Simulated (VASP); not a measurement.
# MgO (Fm-3m) in VASP: further runs

Runs on MgO. Level: PBEsol. Tasks: single point, relaxation of cell and atoms.

All numbers are computed with VASP 6.6.1; they aren't measurements. Logs are shortened: lines on timing, memory, paths and dates and some standing lists are left out, and cuts for length are marked.

### Step 1. The cell of the first run

The structure is cubic, space group Fm-3m (No. 225). Conventional cell: a = 4.054 Å, b = 4.054 Å, c = 4.054 Å, α = 90.00°, β = 90.00°, γ = 90.00°. Mg (site symmetry m-3m) has 6 O at 2.03 Å within 2.7 Å. Within 2.7 Å of O (site symmetry m-3m) lie 6 Mg at 2.03 Å.

### Step 2. Single point, PBEsol

Contents of INCAR:

```
PREC = Accurate
ENCUT = 600
EDIFF = 1E-6
ISMEAR = 0
SIGMA = 0.02
LREAL = F
LASPH = T
NELM = 120
ALGO = Normal
ISIF = 2
LWAVE = F
LCHARG = T
GGA = PS
LELF = T
LVHAR = T
NBANDS = 11
GGA_COMPAT = F
```

Contents of KPOINTS:

```
regular mesh
0
Gamma
  10 10 10
```

Contents of POSCAR:

```
MgO
1.0
    0.0000000000      2.0271837392      2.0271837392
    2.0271837392      0.0000000000      2.0271837392
    2.0271837392      2.0271837392      0.0000000000
Mg O
1 1
Direct
    0.0000000000      0.0000000000      0.0000000000
    0.5000000000      0.5000000000      0.5000000000
```

Potentials or basis: VASP PAW PBE potentials, release 64 (Mg, O).

Launch:

```console
$ cat potpaw_PBE.64/Mg/POTCAR potpaw_PBE.64/O/POTCAR > POTCAR
$ mpirun -np 1 vasp_std > vasp.out
```

OUTCAR:

```text
PREC = Accurate
   ENCUT = 600
   EDIFF = 1E-6
   ISMEAR = 0
   LREAL = F
   LASPH = T
   NELM = 120
   ISIF = 2
   GGA = PS

 ion  position               nearest neighbor table
   1  0.000  0.000  0.000-   2 2.03   2 2.03   2 2.03   2 2.03   2 2.03   2 2.03
   2  0.500  0.500  0.500-   1 2.03   1 2.03   1 2.03   1 2.03   1 2.03   1 2.03

  LATTYP: Found a face centered cubic cell.
 ALAT       =     4.0543674784

  Lattice vectors:

 A1 = (   0.0000000000,   2.0271837392,   2.0271837392)
 A2 = (   2.0271837392,   0.0000000000,   2.0271837392)
 A3 = (   2.0271837392,   2.0271837392,   0.0000000000)

Analysis of symmetry for initial positions (statically):
=====================================================================
 Subroutine PRICEL returns:
 Original cell was already a primitive cell.

 Routine SETGRP: Setting up the symmetry group for a
 face centered cubic supercell.

 Subroutine GETGRP returns: Found 48 space group operations
 (whereof 48 operations were pure point group operations)
 out of a pool of 48 trial point group operations.

The static configuration has the point symmetry O_h .

Analysis of symmetry for dynamics (positions and initial velocities):
=====================================================================
 Subroutine PRICEL returns:
 Original cell was already a primitive cell.

 Routine SETGRP: Setting up the symmetry group for a
 face centered cubic supercell.

 Subroutine GETGRP returns: Found 48 space group operations
 (whereof 48 operations were pure point group operations)
 out of a pool of 48 trial point group operations.

The dynamic configuration has the point symmetry O_h .

 Subroutine INISYM returns: Found 48 space group operations
 (whereof 48 operations are pure point group operations),
 and found     1 'primitive' translations

----------------------------------------------------------------------------------------

                                     Primitive cell

  volume of cell :      16.6613

  direct lattice vectors                    reciprocal lattice vectors
     0.000000000  2.027183739  2.027183739    -0.246647598  0.246647598  0.246647598
     2.027183739  0.000000000  2.027183739     0.246647598 -0.246647598  0.246647598
     2.027183739  2.027183739  0.000000000     0.246647598  0.246647598 -0.246647598

  length of vectors
     2.866870737  2.866870737  2.866870737     0.427206171  0.427206171  0.427206171

  position of ions in fractional coordinates (direct lattice)
     0.000000000  0.000000000  0.000000000
     0.500000000  0.500000000  0.500000000

  ion indices of the primitive-cell ions
   primitive index   ion index
                 1           1
                 2           2

----------------------------------------------------------------------------------------

 KPOINTS: regular mesh

Automatic generation of k-mesh.
 Grid dimensions read from file:
 generate k-points for:   10   10   10

 Generating k-lattice:

  Cartesian coordinates                     Fractional coordinates (reciprocal lattice)
    -0.024664760  0.024664760  0.024664760     0.100000000  0.000000000  0.000000000
     0.024664760 -0.024664760  0.024664760     0.000000000  0.100000000  0.000000000
     0.024664760  0.024664760 -0.024664760     0.000000000  0.000000000  0.100000000

  Length of vectors
     0.042720617  0.042720617  0.042720617

  Shift w.r.t. Gamma in fractional coordinates (k-lattice)
     0.000000000  0.000000000  0.000000000

 Subroutine IBZKPT returns following result:
 ===========================================

 Found     47 irreducible k-points:

 Following reciprocal coordinates:
            Coordinates               Weight
  0.000000  0.000000  0.000000      1.000000
  0.100000  0.000000  0.000000      8.000000
  0.200000  0.000000  0.000000      8.000000
  0.300000  0.000000  0.000000      8.000000
  0.400000  0.000000  0.000000      8.000000
  0.500000  0.000000  0.000000      4.000000
[... 16 lines left out ...]
  0.300000  0.300000  0.000000      6.000000
  0.400000  0.300000  0.000000     24.000000
 [... further k-points ...]
   k-points           NKPTS =     47   k-points in BZ     NKDIM =     47   number of bands    NBANDS=     11
   number of dos      NEDOS =    301   number of ions     NIONS =      2
   total plane-waves  NPLWV =  13824
   dimension x,y,z NGX =    24 NGY =   24 NGZ =   24
   dimension x,y,z NGXF=    48 NGYF=   48 NGZF=   48
   ions per type =               1   1
   NGX,Y,Z   is equivalent  to a cutoff of  13.92, 13.92, 13.92 a.u.
   NGXF,Y,Z  is equivalent  to a cutoff of  27.83, 27.83, 27.83 a.u.
 SYSTEM =  unknown system
   PREC   = accura    normal or accurate (medium, high low for compatibility)
   ISTART =      0    job   : 0-new  1-cont  2-samecut
   ICHARG =      2    charge: 1-file 2-atom 10-const
   ISPIN  =      1    spin polarized calculation?
   LNONCOLLINEAR =      F non collinear calculations
   LSORBIT =      F    spin-orbit coupling
   LASPH  =      T    aspherical Exc in radial PAW
   ENCUT  =  600.0 eV  44.10 Ry    6.64 a.u.   5.73  5.73  5.73*2*pi/ulx,y,z
   NELM   =    120;   NELMIN=  2; NELMDL= -5     # of ELM steps
   EDIFF  = 0.1E-05   stopping-criterion for ELM
   LREAL  =      F    real-space projection
[... 7 lines left out ...]
   TEBEG  =    0.0;   TEEND  =   0.0 temperature during run
   PSTRESS=    0.0 pullay stress
   NELECT =       8.0000    total number of electrons
   NUPDOWN=      -1.0000    fix difference up-down
   EMIN   =  10.00;   EMAX   =-10.00  energy-range for DOS
   EFERMI =   0.00;   METHOD = LEGACY
   ISMEAR =     0;   SIGMA  =   0.02  broadening in eV -4-tet -1-fermi 0-gaus
   EFERMI_NEDOS =   21; number of points for ismear=-14 and -15
   IALGO  =     38    algorithm
   IMIX   =      4    mixing-type and parameters
     AMIX     =   0.40;   BMIX     =  1.00
     AMIX_MAG =   1.60;   BMIX_MAG =  1.00
  volume/ion in A,a.u.               =       8.33        56.22
  Fermi-wavevector in a.u.,A,eV,Ry     =   1.281942  2.422519 22.359479  1.643375
  Thomas-Fermi vector in A             =   2.414282
   LORBIT       =      0    0 simple, 1 ext, 2 COOP (PROOUT), +10 PAW based schemes
   GGA     = PS    functional components
   LHFCALC =     F    Hartree Fock is set to
   AEXX    =    0.0000 exact exchange contribution
   IVDW    =     0    specifies the selected vdW correction
   LEPSILON=     F    determine dielectric tensor
   LRPA    =     F    only Hartree local field effects (RPA)
 non-spin polarized calculation
 Gauss-broadening in eV      SIGMA  =   0.02
  energy-cutoff  :      600.00
  volume of cell :       16.66
 maximum number of plane-waves:       568
   NGX = 11   NGY = 11   NGZ = 11

 number of electron       7.9999998 magnetization

 Free energy of the ion-electron system (eV)
  ---------------------------------------------------
  ext. energy  EPLUGINS =         0.00000000
  ---------------------------------------------------
  free energy    TOTEN  =       -12.38386038 eV

  energy without entropy =      -12.38386038  energy(sigma->0) =      -12.38386038

 E-fermi :   4.1910     XC(G=0): -11.8764

 val. band max:        3.9813074517   @ k =   0.0000   0.0000   0.0000
 cond. band min:       9.8059376583   @ k =   0.0000   0.0000   0.0000
 fundamental gap:      5.8246302066
 Fermi energy:         4.1909506868

 k-point     1 :       0.0000    0.0000    0.0000
  band No.  band energies     occupation
      1     -13.8607      2.00000
      2       3.9813      2.00000
      3       3.9813      2.00000
      4       3.9813      2.00000
      5       9.8059      0.00000
      6      20.2435      0.00000
      7      20.2435      0.00000
      8      20.2435      0.00000
      9      24.3993      0.00000
     10      26.4239      0.00000
     11      26.4239      0.00000

 k-point     2 :       0.1000    0.0000    0.0000
  band No.  band energies     occupation
      1     -13.7305      2.00000
      2       3.2936      2.00000
      3       3.8972      2.00000
      4       3.8972      2.00000
      5      10.4249      0.00000
      6      18.9476      0.00000
      7      20.5294      0.00000
      8      20.5294      0.00000
      9      25.8514      0.00000
     10      25.8514      0.00000
     11      26.2859      0.00000

 k-point     3 :       0.2000    0.0000    0.0000
  band No.  band energies     occupation
      1     -13.3693      2.00000
      2       1.8363      2.00000
      3       3.6849      2.00000
      4       3.6849      2.00000
      5      11.5896      0.00000
      6      17.4821      0.00000
      7      21.1667      0.00000
      8      21.1667      0.00000
      9      25.2181      0.00000
     10      25.2181      0.00000
     11      27.9584      0.00000

 k-point     4 :       0.3000    0.0000    0.0000
  band No.  band energies     occupation
      1     -12.8734      2.00000
      2       0.3251      2.00000
      3       3.4366      2.00000
      4       3.4366      2.00000
      5      12.3542      0.00000
      6      17.0724      0.00000
      7      21.5180      0.00000
      8      21.5180      0.00000
      9      25.6359      0.00000
     10      25.6359      0.00000
     11      27.4392      0.00000
[... 239 lines left out ...]
 k-point    22 :      -0.2000    0.2000    0.0000
  band No.  band energies     occupation
      1     -12.7282      2.00000
      2       0.5518      2.00000
      3       2.4242      2.00000
      4       3.4230      2.00000
      5      13.4905      0.00000
      6      16.3347      0.00000
      7      20.2972      0.00000
      8      23.0754      0.00000
      9      23.1385      0.00000
     10      26.5644      0.00000
     11      30.7629      0.00000

 k-point    23 :       0.3000    0.3000    0.0000
  band No.  band energies     occupation
      1     -12.6272      2.00000
      2       0.4654      2.00000
      3       2.9057      2.00000
      4       2.9057      2.00000
      5      14.0146      0.00000
      6      14.4196      0.00000
      7      19.5901      0.00000
      8      23.1920      0.00000
      9      23.1920      0.00000
     10      29.3047      0.00000
     11      33.7115      0.00000

 k-point    24 :       0.4000    0.3000    0.0000
  band No.  band energies     occupation
      1     -12.3119      2.00000
      2      -0.0396      2.00000
      3       2.4812      2.00000
      4       2.7364      2.00000
      5      14.0505      0.00000
      6      14.9024      0.00000
      7      18.7192      0.00000
      8      23.5652      0.00000
      9      23.7941      0.00000
     10      30.1721      0.00000
     11      33.2603      0.00000

 [... further k-points ...]

------------------------ aborting loop because EDIFF is reached ----------------------------------------

  FORCE on cell =-STRESS in cart. coord.  units (eV):
  Direction    XX          YY          ZZ          XY          YZ          ZX
  --------------------------------------------------------------------------------------
  -------------------------------------------------------------------------------------
  Total        2.3607760      2.3607760      2.3607760     -0.0000000     -0.0000000     -0.0000000
  in kB      227.0157683    227.0157683    227.0157683     -0.0000000     -0.0000000     -0.0000000
  external PRESSURE =     227.0157683 kB  Pullay stress =       0.0000000 kB

 VOLUME and BASIS-vectors are now :
 -----------------------------------------------------------------------------
  energy-cutoff  :      600.00
  volume of cell :       16.66
      direct lattice vectors                 reciprocal lattice vectors
     0.000000000  2.027183739  2.027183739    -0.246647598  0.246647598  0.246647598
     2.027183739  0.000000000  2.027183739     0.246647598 -0.246647598  0.246647598
     2.027183739  2.027183739  0.000000000     0.246647598  0.246647598 -0.246647598

 POSITION                                       TOTAL-FORCE (eV/Angst)
 -----------------------------------------------------------------------------------
      0.00000      0.00000      0.00000         0.000000     -0.000000      0.000000
      2.02718      2.02718      2.02718        -0.000000      0.000000     -0.000000
 -----------------------------------------------------------------------------------
    total drift:                               -0.000000     -0.000000      0.000000

  FREE ENERGIE OF THE ION-ELECTRON SYSTEM (eV)
  ---------------------------------------------------
  free  energy   TOTEN  =       -12.3838603755 eV

  energy  without entropy=      -12.3838603755  energy(sigma->0) =      -12.38386038
```

It took 7.7 s on 1 thread of Intel Xeon Platinum 8259CL at 2.50GHz (Skylake/Cascade Lake), shared host; peak memory 0.14 GiB.

Results:

* Free energy: -12.3839 eV
* Pressure: 22.7 GPa
* Band gap on the k mesh: 5.82 eV

Levels at points of the mesh, in eV from the valence-band top:
```csv
k point,band 2,band 3,band 4,band 5,band 6,band 7
"(0.00, 0.00, 0.00)",0.00,0.00,0.00,5.82,16.26,16.26
"(0.50, 0.00, 0.00)",-5.22,-0.81,-0.81,8.49,13.82,17.38
"(0.50, 0.50, 0.00)",-4.64,-1.53,-1.53,9.02,11.17,14.23
```

Caveat: the cell stands under pressure; the PAW data sets were made with another functional, which shifts forces and pressure a little. PBEsol gaps usually lie below the measured ones, often by a third to a half.

### Step 3. Relaxation of cell and atoms, PBEsol, target pressure 23.2 GPa, at which the enthalpy is minimised

Contents of INCAR:

```
SYSTEM = MgO
PREC = Accurate
ENCUT = 600
EDIFF = 1E-7
ISMEAR = 0
SIGMA = 0.02
LREAL = .FALSE.
LASPH = .TRUE.
NELM = 120
ALGO = Normal
ISIF = 3
LWAVE = .FALSE.
LCHARG = .FALSE.
GGA = PS
IBRION = 2
NSW = 100
EDIFFG = -0.002
PSTRESS = 232.0
GGA_COMPAT = .FALSE.
NELMIN = 4
```

Contents of KPOINTS:

```
regular mesh
0
G
  10 10 10
  0 0 0
```

POSCAR is that of step 2.

Potentials or basis: VASP PAW PBE potentials, release 64 (Mg, O).

Launch:

```console
$ cat potpaw_PBE.64/Mg/POTCAR potpaw_PBE.64/O/POTCAR > POTCAR
$ mpirun -np 1 vasp_std > vasp.out
```

Wall time 12 s (1 thread of Intel Xeon Platinum 8259CL at 2.50GHz (Skylake/Cascade Lake), shared host); peak memory 0.14 GiB.

The run converged. Its results:

```yaml
Free_energy: -12.3792 eV
Relaxed_volume: 8.31 Å³/atom
Relaxed_cell: a = 2.865 Å, b = 2.865 Å, c = 2.865 Å, α = 60.00°, β = 60.00°, γ = 60.00°
Space_group_after_relaxing_to_0.1_Å: Fm-3m (No. 225)
Energy_change_on_relaxing_the_run_minimises_the_enthalpy: +2.3 meV/atom
Ionic_steps: 3
Pressure_after_relaxing: 23.2 GPa
Band_gap_on_the_k_mesh: 5.85 eV
```

The path:
| step | energy change (eV) | largest force (eV/Å) | pressure (GPa) | volume (Å³) |
| --- | --- | --- | --- | --- |
| 1 | 0.0000 | 0.0000 | 22.71 | 16.66 |
| 2 | 0.0089 | 0.0000 | 23.65 | 16.60 |
| 3 | 0.0047 | 0.0000 | 23.20 | 16.63 |

Final structure:
```
CELL_PARAMETERS angstrom
0.00000 2.02586 2.02586
2.02586 0.00000 2.02586
2.02586 2.02586 0.00000
ATOMIC_POSITIONS crystal
Mg 0.00000 0.00000 0.00000
O 0.50000 0.50000 0.50000
```

Levels at points of the mesh, in eV from the valence-band top:
| k point | band 2 | band 3 | band 4 | band 5 | band 6 | band 7 |
| --- | --- | --- | --- | --- | --- | --- |
| (0.00, 0.00, 0.00) | 0.00 | 0.00 | 0.00 | 5.85 | 16.27 | 16.27 |
| (0.50, 0.00, 0.00) | -5.23 | -0.81 | -0.81 | 8.50 | 13.85 | 17.40 |
| (0.50, 0.50, 0.00) | -4.65 | -1.54 | -1.54 | 9.02 | 11.19 | 14.25 |

Caveat: the cell is relaxed towards a set pressure, so the run minimises the enthalpy, not the energy; the PAW data sets were made with another functional, which shifts forces and pressure a little. A hybrid or GW would open this gap; PBEsol tends to underestimate it.

(Part 1 of 2 ends here.)
